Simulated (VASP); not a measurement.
A run of VASP 6.6.1 is set up as follows.

INCAR

```
SYSTEM = Al17N18
PREC = Accurate
ENCUT = 520
EDIFF = 1E-6
ISMEAR = 0
SIGMA = 0.02
LREAL = Auto
LASPH = .True.
NELM = 150
ALGO = Normal
ISIF = 2
LWAVE = .False.
LCHARG = .True.
ISPIN = 2
MAGMOM = 0 0 0 0 0 0 0 0 0 0 0 0 0 0 0 0 0 0.25 0 0 0 0 0 0 0 0 0.25 0 0.25 0 0 0.25 0 0 0
LORBIT = 11
GGA = PE
LELF = .True.
LVHAR = .True.
NBANDS = 98
```

File KPOINTS:

```
Automatic mesh
0
Gamma
  2 2 2
  0.5 0.5 0.5
```

Contents of POSCAR:

```
Al17N18
1.0
   -4.6953054928     -2.7108358902      5.0180193525
    4.6953054928     -2.7108358902      5.0180193525
    0.0000000000      5.4216717804      5.0180193525
Al N
17 18
Direct
    0.6086896139      0.2791585606      0.6140657097
    0.2790188195      0.9474202000      0.2755572715
    0.9472179907      0.2791463863      0.2755315379
    0.2789910881      0.6088870790      0.6141050643
    0.6087053472      0.9474196264      0.9458479851
    0.2769196373      0.2771182996      0.9437715360
    0.9423657285      0.9425102513      0.6092046001
    0.9472088891      0.6088833904      0.9458549279
    0.8896112518      0.5513623431      0.5564585659
    0.8882747078      0.2213079719      0.8879478604
    0.5511385967      0.8898000044      0.5564632042
    0.2210981014      0.2213211938      0.5551398639
    0.5540362896      0.5542441702      0.8898165890
    0.8896193487      0.8897992003      0.2180006236
    0.5540482609      0.2231962812      0.2209007402
    0.2211263891      0.8885181256      0.8879987529
    0.2229389613      0.5542286712      0.2208788276
    0.7522807957      0.7524201595      0.4191116125
    0.7372183233      0.4038327044      0.7388234697
    0.4036177562      0.0722413006      0.4041159023
    0.0719612906      0.4038259510      0.4040722613
    0.4036281789      0.7374545147      0.7388799404
    0.7372539023      0.0722103629      0.0704698605
    0.4041511746      0.4043608837      0.0710094897
    0.0702450405      0.0704361600      0.7370989450
    0.0720047448      0.7374413202      0.0704955509
    0.6900730014      0.3232133458      0.3569159098
    0.6806246524      0.0168479533      0.6835274945
    0.3227611424      0.6901879988      0.3569375308
    0.0167006098      0.0168510969      0.3474787294
    0.3479921459      0.3482258988      0.6831799487
    0.6900332031      0.6902306147     -0.0102836458
    0.3480177044      0.0165558723      0.0148704886
    0.0166933375      0.6807929339      0.6835497424
    0.0163349471      0.3482032154      0.0148438039
```

Potentials or basis: VASP PAW PBE potentials, release 64 (Al, N).

Run with:

```console
$ cat potpaw_PBE.64/Al/POTCAR potpaw_PBE.64/N/POTCAR > POTCAR
$ mpirun -np 1 vasp_std > vasp.out
```

What does it give for the site moments?

Al -0.00, -0.01 (each value once); N +0.41, +0.01, +0.00, +0.42, +0.09 (each value once) μB.

Predict the band gap on the k mesh.

0.47 eV.

Forces on the atoms (eV/Å):
```
Al   0.000 -0.010  0.007
Al  -0.004  0.006  0.002
Al   0.006  0.002  0.008
Al   0.003 -0.007  0.005
Al  -0.008  0.006  0.005
Al   0.002 -0.002  0.000
Al   0.001  0.003 -0.012
Al   0.007  0.005  0.008
Al  -0.009  0.001 -0.010
Al   0.011  0.001 -0.003
Al   0.001 -0.003 -0.006
Al   0.005 -0.010  0.000
Al  -0.003  0.007  0.004
Al   0.000 -0.004 -0.006
Al   0.003 -0.001  0.016
Al  -0.009  0.005 -0.008
Al  -0.004  0.002  0.007
N    0.009 -0.002  0.012
N   -0.008  0.008  0.001
N    0.001  0.001 -0.005
N   -0.011  0.004  0.000
N    0.008  0.004 -0.005
N    0.002 -0.003 -0.001
N   -0.001  0.000 -0.003
N    0.000  0.000  0.013
N    0.000 -0.011 -0.005
N   -0.010  0.007 -0.023
N    0.015  0.007  0.001
N    0.012 -0.003  0.002
N    0.001 -0.016 -0.001
N   -0.004  0.013  0.000
N    0.001 -0.010 -0.004
N    0.007 -0.004  0.001
N   -0.011  0.008 -0.001
N   -0.011 -0.004  0.000
```

Caveat: semilocal functionals underestimate gaps, and a narrow one can read as zero.
